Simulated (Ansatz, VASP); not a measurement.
## Two plane-wave programs on Ta

File INCAR:

```
PREC = Accurate ; ENCUT = 520
EDIFF = 1E-6 ; ISMEAR = 0
SIGMA = 0.15 ; LREAL = False
LASPH = True ; NELM = 80
ALGO = Normal ; ISIF = 2
LWAVE = False ; LCHARG = False
GGA = PS ; NBANDS = 12
```

KPOINTS

```
Automatic mesh
0
Gamma
  26 26 26
```

POSCAR

```
Ta
1.0
   -1.6402597622      1.6402597622      1.6402597622
    1.6402597622     -1.6402597622      1.6402597622
    1.6402597622      1.6402597622     -1.6402597622
Ta
1
Direct
    0.0000000000      0.0000000000      0.0000000000
```

Input for Ansatz:

```yaml
crystal:
  lattice:
    - [-1.6402597622, 1.6402597622, 1.6402597622]
    - [1.6402597622, -1.6402597622, 1.6402597622]
    - [1.6402597622, 1.6402597622, -1.6402597622]
  atoms:
    - { symbol: Ta, position: [0.0, 0.0, 0.0] }
basis:
  ecutwfc: 420
kpoints:
  mp_grid: { grid: [26, 26, 26] }
hamiltonian:
  xc: pbesol
scf:
  occupations: { method: gaussian, width: 0.15 }
output:
  forces: true
  stress: true
  eigenvalues: true
```

Alike in both runs: task single point; functional PBEsol; k mesh 26 × 26 × 26; occupations gaussian, width 0.15 eV; no spin polarisation.

```csv
,VASP,Ansatz
version,VASP 6.6.1,Ansatz 0.2.0
potentials or method,"VASP PAW PBE potentials, release 64 (Ta_pv), cutoff 520 eV","scalar-relativistic, plane waves, PAW"
valence electrons in the cell,11,13
```

```csv
,VASP,Ansatz,Ansatz less VASP
gap on the k mesh at the Fermi level (eV),none,none,-
pressure (GPa),0.5,0.3,-0.19
```

VASP's potentials were made for PBE, not for PBEsol. A gap of «none» marks a metal or a gap that the smearing closes. VASP's potentials hold 11 valence electrons a cell and Ansatz's 13, so a difference there can come from the potentials and not from the codes.

Spin-orbit coupling is off throughout.
